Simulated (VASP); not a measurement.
Wanted: the native input for a VASP 6.6.1 run.

```yaml
Task: single point
Functional: PBEsol
Potentials_or_basis: VASP PAW PBE potentials, release 64 (Zn, S)
Cutoff: 520 eV
k_mesh: 9 × 9 × 6
Occupations: gaussian, width 0.01 eV
Spin: no spin polarisation
Dipole_correction: no
Further_INCAR_settings: ALGO = Normal; EDIFF = 1e-07; NBANDS = 26
```

The structure of ZnS (sol) lies in POSCAR:

```
ZnS
1.0
    3.7822376623      0.0000000000      0.0000000000
   -1.8911188312      3.2755138987      0.0000000000
    0.0000000000      0.0000000000      6.2081819577
Zn S
2 2
Direct
    0.3333333333      0.6666666667     -0.0373249404
    0.6666666667      0.3333333333      0.4626750596
    0.3333333333      0.6666666667      0.4123249404
    0.6666666667      0.3333333333      0.9123249404
```

The input as run:

INCAR

```
  PREC = Accurate
  ENCUT = 520
  EDIFF = 1E-7
  ISMEAR = 0
  SIGMA = 0.01
  LREAL = F
  LASPH = T
  NELM = 80
  ALGO = Normal
  ISIF = 2
  LWAVE = F
  LCHARG = F
  GGA = PS
  NBANDS = 26
```

KPOINTS

```
regular mesh
0
Gamma
  9 9 6
```

Potentials or basis: VASP PAW PBE potentials, release 64 (Zn, S).

Launch:

```console
$ cat potpaw_PBE.64/Zn/POTCAR potpaw_PBE.64/S/POTCAR > POTCAR
$ mpirun -np 1 vasp_std > vasp.out
```

Results of the run:

```
Pressure               : 4.4 GPa
Largest force          : 0.748 eV/Å
Band gap on the k mesh : 2.49 eV, direct
```

Caveat: the PAW data sets were made with another functional, which shifts forces and pressure a little.

It took 45 s on 1 thread of AMD EPYC 9R45 96-Core Processor (Zen 5) (shared host), peak memory 0.2 GiB.
